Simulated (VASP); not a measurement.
# B2W (P6/mmm) in VASP: further runs

B2W is run at these levels: LDA; tasks: single point.

All numbers are computed with VASP 6.6.1; they aren't measurements. Logs are shortened: lines on timing, memory, paths and dates and some standing lists are left out, and cuts for length are marked.

**1. The cell of the first run**

Symmetry: P6/mmm, No. 191, hexagonal system. The conventional cell has a = 2.960 Å, b = 2.960 Å, c = 3.050 Å, α = 90.00°, β = 90.00°, γ = 120.00°. B (site symmetry -6m2) has 3 B at 1.71 Å and 6 W at 2.29 Å within 2.3 Å. Within 3.0 Å of W (site symmetry 6/mmm) lie 12 B at 2.29 Å and 6 W at 2.96 Å.

**2. Single point, LDA (equal xx and yy strain of -2 %)**

Input file INCAR:

```
PREC = Accurate
ENCUT = 520
EDIFF = 1E-6
ISMEAR = -1
SIGMA = 0.05
LREAL = False
LASPH = True
NELM = 80
ALGO = Normal
ISIF = 2
LWAVE = False
LCHARG = False
GGA = CA
NBANDS = 17
```

Input file KPOINTS:

```
regular mesh
0
Gamma
  14 14 12
```

Input file POSCAR:

```
B2W
1.0
    2.9596013921      0.0000000000      0.0000000000
   -1.4798006961      2.5630899906      0.0000000000
    0.0000000000      0.0000000000      3.0500000000
B W
2 1
Direct
    0.3333333333      0.6666666667      0.5000000000
    0.6666666667      0.3333333333      0.5000000000
    0.0000000000      0.0000000000      0.0000000000
```

Potentials or basis: VASP PAW LDA potentials, release 64 (B, W_sv).

Run with:

```bash
cat potpaw_LDA.64/B/POTCAR potpaw_LDA.64/W_sv/POTCAR > POTCAR
mpirun -np 1 vasp_std > vasp.out
```

OUTCAR:

```text
PREC = Accurate
   ENCUT = 520
   EDIFF = 1E-6
   ISMEAR = -1
   LREAL = False
   LASPH = True
   NELM = 80
   ISIF = 2
   GGA = CA

 ion  position               nearest neighbor table
   1  0.333  0.667  0.500-   2 1.71   2 1.71   2 1.71   3 2.29   3 2.29   3 2.29   3 2.29   3 2.29
                             3 2.29
   2  0.667  0.333  0.500-   1 1.71   1 1.71   1 1.71   3 2.29   3 2.29   3 2.29   3 2.29   3 2.29
                             3 2.29
   3  0.000  0.000  0.000-   1 2.29   2 2.29   1 2.29   2 2.29   1 2.29   1 2.29   2 2.29   2 2.29
                             2 2.29   2 2.29   1 2.29   1 2.29

  LATTYP: Found a hexagonal cell.
 ALAT       =     2.9596013921
 C/A-ratio  =     1.0305441835

  Lattice vectors:

 A1 = (   2.9596013921,   0.0000000000,   0.0000000000)
 A2 = (  -1.4798006961,   2.5630899906,   0.0000000000)
 A3 = (   0.0000000000,   0.0000000000,   3.0500000000)

Analysis of symmetry for initial positions (statically):
=====================================================================
 Subroutine PRICEL returns:
 Original cell was already a primitive cell.

 Routine SETGRP: Setting up the symmetry group for a
 hexagonal supercell.

 Subroutine GETGRP returns: Found 24 space group operations
 (whereof 24 operations were pure point group operations)
 out of a pool of 24 trial point group operations.

The static configuration has the point symmetry D_6h.

Analysis of symmetry for dynamics (positions and initial velocities):
=====================================================================
 Subroutine PRICEL returns:
 Original cell was already a primitive cell.

 Routine SETGRP: Setting up the symmetry group for a
 hexagonal supercell.

 Subroutine GETGRP returns: Found 24 space group operations
 (whereof 24 operations were pure point group operations)
 out of a pool of 24 trial point group operations.

The dynamic configuration has the point symmetry D_6h.

 Subroutine INISYM returns: Found 24 space group operations
 (whereof 24 operations are pure point group operations),
 and found     1 'primitive' translations

----------------------------------------------------------------------------------------

                                     Primitive cell

  volume of cell :      23.1365

  direct lattice vectors                    reciprocal lattice vectors
     2.959601392  0.000000000  0.000000000     0.337883339  0.195077037  0.000000000
    -1.479800696  2.563089991  0.000000000     0.000000000  0.390154073  0.000000000
     0.000000000  0.000000000  3.050000000     0.000000000  0.000000000  0.327868852

  length of vectors
     2.959601392  2.959601392  3.050000000     0.390154073  0.390154073  0.327868852

  position of ions in fractional coordinates (direct lattice)
     0.333333333  0.666666667  0.500000000
     0.666666667  0.333333333  0.500000000
     0.000000000  0.000000000  0.000000000

  ion indices of the primitive-cell ions
   primitive index   ion index
                 1           1
                 2           2
                 3           3

----------------------------------------------------------------------------------------

 KPOINTS: regular mesh

Automatic generation of k-mesh.
 Grid dimensions read from file:
 generate k-points for:   14   14   12

 Generating k-lattice:

  Cartesian coordinates                     Fractional coordinates (reciprocal lattice)
     0.024134524  0.013934074  0.000000000     0.071428571 -0.000000000  0.000000000
     0.000000000  0.027868148  0.000000000     0.000000000  0.071428571  0.000000000
     0.000000000  0.000000000  0.027322404     0.000000000  0.000000000  0.083333333

  Length of vectors
     0.027868148  0.027868148  0.027322404

  Shift w.r.t. Gamma in fractional coordinates (k-lattice)
     0.000000000  0.000000000  0.000000000

 Subroutine IBZKPT returns following result:
 ===========================================

 Found    168 irreducible k-points:

 Following reciprocal coordinates:
            Coordinates               Weight
  0.000000  0.000000  0.000000      1.000000
  0.071429  0.000000  0.000000      6.000000
  0.142857  0.000000  0.000000      6.000000
  0.214286  0.000000  0.000000      6.000000
  0.285714  0.000000  0.000000      6.000000
  0.357143  0.000000  0.000000      6.000000
[... 16 lines left out ...]
  0.285714  0.285714  0.000000      6.000000
  0.357143  0.285714  0.000000      6.000000
 [... further k-points ...]
   k-points           NKPTS =    168   k-points in BZ     NKDIM =    168   number of bands    NBANDS=     17
   number of dos      NEDOS =    301   number of ions     NIONS =      3
   total plane-waves  NPLWV =  13824
   dimension x,y,z NGX =    24 NGY =   24 NGZ =   24
   dimension x,y,z NGXF=    48 NGYF=   48 NGZF=   48
   ions per type =               2   1
   NGX,Y,Z   is equivalent  to a cutoff of  13.48, 13.48, 13.08 a.u.
   NGXF,Y,Z  is equivalent  to a cutoff of  26.96, 26.96, 26.16 a.u.
 SYSTEM =  unknown system
   PREC   = accura    normal or accurate (medium, high low for compatibility)
   ISTART =      0    job   : 0-new  1-cont  2-samecut
   ICHARG =      2    charge: 1-file 2-atom 10-const
   ISPIN  =      1    spin polarized calculation?
   LNONCOLLINEAR =      F non collinear calculations
   LSORBIT =      F    spin-orbit coupling
   LASPH  =      T    aspherical Exc in radial PAW
   ENCUT  =  520.0 eV  38.22 Ry    6.18 a.u.   5.50  5.50  5.67*2*pi/ulx,y,z
   NELM   =     80;   NELMIN=  2; NELMDL= -5     # of ELM steps
   EDIFF  = 0.1E-05   stopping-criterion for ELM
   LREAL  =      F    real-space projection
   EDIFFG = 0.1E-04   stopping-criterion for IOM
   NSW    =      0    number of steps for IOM
   IBRION =     -1    ionic relax: 0-MD 1-quasi-New 2-CG
   NFREE  =      0    steps in history (QN), initial steepest desc. (CG)
   ISIF   =      2    stress and relaxation
   ISYM   =      2    0-nonsym 1-usesym 2-fastsym
   POTIM  = 0.5000    time-step for ionic-motion
   TEBEG  =    0.0;   TEEND  =   0.0 temperature during run
   PSTRESS=    0.0 pullay stress
   NELECT =      20.0000    total number of electrons
   NUPDOWN=      -1.0000    fix difference up-down
   EMIN   =  10.00;   EMAX   =-10.00  energy-range for DOS
   EFERMI =   0.00;   METHOD = LEGACY
   ISMEAR =    -1;   SIGMA  =   0.05  broadening in eV -4-tet -1-fermi 0-gaus
   EFERMI_NEDOS =   21; number of points for ismear=-14 and -15
   IALGO  =     38    algorithm
   IMIX   =      4    mixing-type and parameters
     AMIX     =   0.40;   BMIX     =  1.00
     AMIX_MAG =   1.60;   BMIX_MAG =  1.00
  volume/ion in A,a.u.               =       7.71        52.04
  Fermi-wavevector in a.u.,A,eV,Ry     =   1.559502  2.947031 33.089989  2.432046
  Thomas-Fermi vector in A             =   2.662851
   LORBIT       =      0    0 simple, 1 ext, 2 COOP (PROOUT), +10 PAW based schemes
   GGA     = CA    functional components
   LHFCALC =     F    Hartree Fock is set to
   AEXX    =    0.0000 exact exchange contribution
   IVDW    =     0    specifies the selected vdW correction
   LEPSILON=     F    determine dielectric tensor
   LRPA    =     F    only Hartree local field effects (RPA)
 non-spin polarized calculation
  energy-cutoff  :      520.00
  volume of cell :       23.14
 maximum number of plane-waves:       648
 NGX is ok and might be reduce to    24
   NGX = 11   NGY = 11   NGZ = 11

 number of electron      20.0000001 magnetization

 Free energy of the ion-electron system (eV)
  ---------------------------------------------------
  ext. energy  EPLUGINS =         0.00000000
  ---------------------------------------------------
  free energy    TOTEN  =       -29.09299847 eV

  energy without entropy =      -29.08257786  energy(sigma->0) =      -29.08778817

 E-fermi :  14.2625     XC(G=0): -14.3700

 val. band max:       14.2484753804   @ k =   0.2857   0.0000   0.0833
 cond. band min:      14.2732001272   @ k =   0.3571   0.1429   0.0000
 fundamental gap:      0.0247247467
 Fermi energy:        14.2624913550

 k-point     1 :       0.0000    0.0000    0.0000
  band No.  band energies     occupation
      1     -60.4517      2.00000
      2     -25.1236      2.00000
      3     -24.7538      2.00000
      4     -24.7538      2.00000
      5      -2.7099      2.00000
      6       7.7295      2.00000
[... 9 lines left out ...]
     16      18.5703      0.00000
     17      22.1289      0.00000

 k-point     2 :       0.0714    0.0000    0.0000
  band No.  band energies     occupation
      1     -60.4493      2.00000
      2     -25.1176      2.00000
      3     -24.7930      2.00000
      4     -24.7628      2.00000
      5      -2.5832      2.00000
      6       7.6298      2.00000
[... 9 lines left out ...]
     16      19.1728      0.00000
     17      21.7305      0.00000

 k-point     3 :       0.1429    0.0000    0.0000
  band No.  band energies     occupation
      1     -60.4423      2.00000
      2     -25.1008      2.00000
      3     -24.9017      2.00000
      4     -24.7880      2.00000
      5      -2.2153      2.00000
      6       6.9850      2.00000
[... 9 lines left out ...]
     16      20.7925      0.00000
     17      20.9530      0.00000

 k-point     4 :       0.2143    0.0000    0.0000
  band No.  band energies     occupation
      1     -60.4323      2.00000
      2     -25.0764      2.00000
      3     -25.0556      2.00000
      4     -24.8241      2.00000
      5      -1.6405      2.00000
      6       6.1398      2.00000
[... 9 lines left out ...]
     16      21.8346      0.00000
     17      22.6186      0.00000
[... 343 lines left out ...]
      1     -60.3978      2.00000
      2     -25.4014      2.00000
      3     -25.1139      2.00000
      4     -24.9921      2.00000
      5       1.9291      2.00000
      6       3.4107      2.00000
[... 9 lines left out ...]
     16      24.1859      0.00000
     17      26.9307      0.00000

 k-point    23 :       0.2857    0.2857    0.0000
  band No.  band energies     occupation
      1     -60.3973      2.00000
      2     -25.3597      2.00000
      3     -25.1675      2.00000
      4     -24.9908      2.00000
      5       2.0151      2.00000
      6       3.8806      2.00000
[... 9 lines left out ...]
     16      25.2542      0.00000
     17      26.3320      0.00000

 k-point    24 :       0.3571    0.2857    0.0000
  band No.  band energies     occupation
      1     -60.3957      2.00000
      2     -25.3347      2.00000
      3     -25.2214      2.00000
      4     -24.9870      2.00000
      5       2.7853      2.00000
      6       3.3819      2.00000
[... 9 lines left out ...]
     16      25.2293      0.00000
     17      26.5525      0.00000

 [... further k-points ...]
[... 5 lines left out ...]
  --------------------------------------------------------------------------------------
  -------------------------------------------------------------------------------------
  Total        5.8056967      5.8056967      7.5279991     -0.0000000     -0.0000000      0.0000000
  in kB      402.0388387    402.0388387    521.3065977     -0.0000000     -0.0000000      0.0000000
  external PRESSURE =     441.7947584 kB  Pullay stress =       0.0000000 kB

 VOLUME and BASIS-vectors are now :
 -----------------------------------------------------------------------------
  energy-cutoff  :      520.00
  volume of cell :       23.14
      direct lattice vectors                 reciprocal lattice vectors
     2.959601392  0.000000000  0.000000000     0.337883339  0.195077037  0.000000000
    -1.479800696  2.563089991  0.000000000     0.000000000  0.390154073  0.000000000
     0.000000000  0.000000000  3.050000000     0.000000000  0.000000000  0.327868852

 POSITION                                       TOTAL-FORCE (eV/Angst)
 -----------------------------------------------------------------------------------
     -0.00000      1.70873      1.52500         0.000000     -0.000000     -0.000000
      1.47980      0.85436      1.52500        -0.000000      0.000000      0.000000
      0.00000      0.00000      0.00000         0.000000      0.000000      0.000000
 -----------------------------------------------------------------------------------
    total drift:                               -0.000000      0.000000      0.000000

  FREE ENERGIE OF THE ION-ELECTRON SYSTEM (eV)
  ---------------------------------------------------
  free  energy   TOTEN  =       -29.0929984725 eV

  energy  without entropy=      -29.0825778622  energy(sigma->0) =      -29.08778817
```

Run time: 35 s. Hardware: 1 thread of Intel Xeon 6975P-C (Granite Rapids), shared host; peak memory 0.18 GiB.

What came out:

| Quantity | Value |
| --- | --- |
| Free energy | -29.0930 eV |
| Pressure | 44.2 GPa |
| Band gap on the k mesh | zero (band 10 reaches 16.26 eV, above the bottom of band 11 at 11.44 eV) |

Stress tensor (GPa, compression positive):
```
40.20  0.00  0.00
 0.00 40.20  0.00
 0.00  0.00 52.13
```

Caveat: the cell differs from its parent crystal (equal xx and yy strain of -2 %); spin-orbit coupling is left out, which moves the levels of the heavy elements.

**3. Single point, LDA (equal xx and yy strain of -1 %)**

Input file INCAR:

```
  PREC = Accurate
  ENCUT = 520
  EDIFF = 1E-6
  ISMEAR = -1
  SIGMA = 0.05
  LREAL = F
  LASPH = T
  NELM = 100
  ALGO = Normal
  ISIF = 2
  LWAVE = F
  LCHARG = F
  GGA = CA
  NBANDS = 17
```

Input file KPOINTS:

```
Automatic mesh
0
Gamma
  14 14 12
```

Input file POSCAR:

```
B2W
1.0
    2.9898014063      0.0000000000      0.0000000000
   -1.4949007032      2.5892439701      0.0000000000
    0.0000000000      0.0000000000      3.0500000000
B W
2 1
Direct
    0.3333333333      0.6666666667      0.5000000000
    0.6666666667      0.3333333333      0.5000000000
    0.0000000000      0.0000000000      0.0000000000
```

Potentials or basis: VASP PAW LDA potentials, release 64 (B, W_sv).

Run with:

```bash
cat potpaw_LDA.64/B/POTCAR potpaw_LDA.64/W_sv/POTCAR > POTCAR
mpirun -np 1 vasp_std > vasp.out
```

Wall time 34 s (1 thread of Intel Xeon 6975P-C (Granite Rapids), shared host); peak memory 0.18 GiB.

The run converged. Its results:

- Free energy: -29.1959 eV
- Pressure: 33.8 GPa
- Band gap on the k mesh: zero (band 10 reaches 16.00 eV, above the bottom of band 11 at 11.19 eV)

Stress tensor (GPa, compression positive):
```
29.05  0.00  0.00
 0.00 29.05  0.00
 0.00  0.00 43.30
```

Levels at points of the mesh, in eV from the Fermi level:
```tsv
k point	band 6	band 7	band 8	band 9	band 10	band 11	band 12	band 13	band 14	band 15
(0.00, 0.00, 0.00)	-6.36	-6.34	-6.34	-3.87	0.38	0.38	3.30	3.30	3.60	3.60
(0.50, 0.00, 0.00)	-11.18	-6.67	-6.52	-5.56	-0.69	1.42	1.56	2.46	5.81	7.36
(0.00, 0.00, 0.50)	-11.59	-3.69	-3.69	-3.02	-3.02	-2.77	-2.77	0.58	3.39	8.31
(0.50, 0.00, 0.50)	-9.37	-8.28	-8.17	-5.01	2.04	2.18	3.44	5.42	5.51	6.18
```

Caveat: the cell differs from its parent crystal (equal xx and yy strain of -1 %); spin-orbit coupling is left out, which moves the levels of the heavy elements.

**4. Single point, LDA (equal xx and yy strain of +1 %)**

Input file INCAR:

```
SYSTEM = B2W
ALGO     = Normal         ! electronic algorithm
EDIFF    = 1E-6           ! SCF threshold, eV
ENCUT    = 520            ! plane-wave cutoff, eV
GGA      = CA             ! functional
ISIF     = 2              ! what is computed and relaxed
ISMEAR   = -1             ! smearing method
LASPH    = .TRUE.         ! aspherical terms in the spheres
LCHARG   = .FALSE.        ! write CHGCAR
LREAL    = .FALSE.        ! projectors in reciprocal space
LWAVE    = .FALSE.        ! write WAVECAR
NBANDS   = 17             ! bands
NELM     = 100            ! most SCF steps
PREC     = Accurate       ! precision mode
SIGMA    = 0.05           ! smearing width, eV
```

Input file KPOINTS:

```
k-points
0
G
  14 14 12
  0 0 0
```

Input file POSCAR:

```
B2W
1.0
    3.0502014347      0.0000000000      0.0000000000
   -1.5251007174      2.6415519291      0.0000000000
    0.0000000000      0.0000000000      3.0500000000
B W
2 1
Direct
    0.3333333333      0.6666666667      0.5000000000
    0.6666666667      0.3333333333      0.5000000000
    0.0000000000      0.0000000000      0.0000000000
```

Run with:

```bash
cat potpaw_LDA.64/B/POTCAR potpaw_LDA.64/W_sv/POTCAR > POTCAR
mpirun -np 1 vasp_std > vasp.out
```

Run time: 30 s. Hardware: 1 thread of Intel Xeon 6975P-C (Granite Rapids), shared host; peak memory 0.18 GiB.

Results (log left out):

| Property | Result |
| --- | --- |
| Free energy | -29.3097 eV |
| Pressure | 15.6 GPa |
| Band gap on the k mesh | zero (band 10 reaches 15.43 eV, above the bottom of band 11 at 10.71 eV) |

Stress tensor (GPa, compression positive):
```
 9.09  0.00  0.00
 0.00  9.09  0.00
 0.00  0.00 28.58
```

Levels at points of the mesh, in eV from the Fermi level:
```
           k point  band 8  band 9  band 10  band 11  band 12  band 13
(0.00, 0.00, 0.00)   -6.03   -3.54     0.34     0.34     3.34     3.34
(0.50, 0.00, 0.00)   -6.20   -5.44    -0.62     1.26     1.55     2.11
(0.00, 0.00, 0.50)   -3.73   -2.96    -2.96    -2.66    -2.66     0.92
(0.50, 0.00, 0.50)   -7.86   -5.00     1.91     2.13     3.22     4.97
```

Caveat: the cell differs from its parent crystal (equal xx and yy strain of +1 %); spin-orbit coupling is left out, which moves the levels of the heavy elements.

**5. Single point, LDA (equal xx and yy strain of +2 %)**

Input file INCAR:

```
SYSTEM = B2W
PREC = Accurate ; ENCUT = 520
EDIFF = 1E-6 ; ISMEAR = -1
SIGMA = 0.05 ; LREAL = .False.
LASPH = .True. ; NELM = 80
ALGO = Normal ; ISIF = 2
LWAVE = .False. ; LCHARG = .False.
NBANDS = 17
```

Input file KPOINTS:

```
regular mesh
0
Gamma
  14 14 12
  0 0 0
```

Input file POSCAR:

```
B2W
1.0
    3.0804014489      0.0000000000      0.0000000000
   -1.5402007245      2.6677059086      0.0000000000
    0.0000000000      0.0000000000      3.0500000000
B W
2 1
Direct
    0.3333333333      0.6666666667      0.5000000000
    0.6666666667      0.3333333333      0.5000000000
    0.0000000000      0.0000000000      0.0000000000
```

Run with:

```bash
cat potpaw_LDA.64/B/POTCAR potpaw_LDA.64/W_sv/POTCAR > POTCAR
mpirun -np 1 vasp_std > vasp.out
```

It took 33 s on 1 thread of Intel Xeon 6975P-C (Granite Rapids), shared host; peak memory 0.18 GiB.

Results (log left out):

```yaml
Free_energy: -29.3242 eV
Pressure: 7.6 GPa
Band_gap_on_the_k_mesh: zero (band 10 reaches 15.14 eV, above the bottom of band 11 at 10.47 eV)
```

Stress tensor (GPa, compression positive):
```
 0.32  0.00  0.00
 0.00  0.32  0.00
 0.00  0.00 22.22
```

Levels at points of the mesh, in eV from the Fermi level:
| k point | band 8 | band 9 | band 10 | band 11 | band 12 | band 13 |
| --- | --- | --- | --- | --- | --- | --- |
| (0.00, 0.00, 0.00) | -5.88 | -3.38 | 0.33 | 0.33 | 3.28 | 3.28 |
| (0.50, 0.00, 0.00) | -5.98 | -5.38 | -0.58 | 1.13 | 1.62 | 1.94 |
| (0.00, 0.00, 0.50) | -3.74 | -2.92 | -2.92 | -2.60 | -2.60 | 1.08 |
| (0.50, 0.00, 0.50) | -7.71 | -4.99 | 1.78 | 2.15 | 3.11 | 4.78 |

Caveat: the cell differs from its parent crystal (equal xx and yy strain of +2 %); spin-orbit coupling is left out, which moves the levels of the heavy elements.

**6. The runs side by side**

```csv
cell,gap on the mesh (eV),pressure (GPa)
"a = 2.960, b = 2.960, c = 3.050 Å, angles 90.0, 90.0, 120.0°, 3 atoms",none,44.2
"a = 2.990, b = 2.990, c = 3.050 Å, angles 90.0, 90.0, 120.0°, 3 atoms",none,33.8
"a = 3.050 Å, angles 90.0, 90.0, 120.0°, 3 atoms",none,15.6
"a = 3.080, b = 3.080, c = 3.050 Å, angles 90.0, 90.0, 120.0°, 3 atoms",none,7.6
```

Alike in all rows: task single point; level LDA; potentials or basis VASP PAW LDA potentials, release 64 (B, W_sv); no spin polarisation; k mesh 14 × 14 × 12; cutoff (eV) 520; smearing fermi-dirac 0.05 eV.

Caveats: spin-orbit coupling is left out, which moves the levels of the heavy elements.

Total energies depend on the potentials used, so only differences within one code and one set of settings carry meaning.
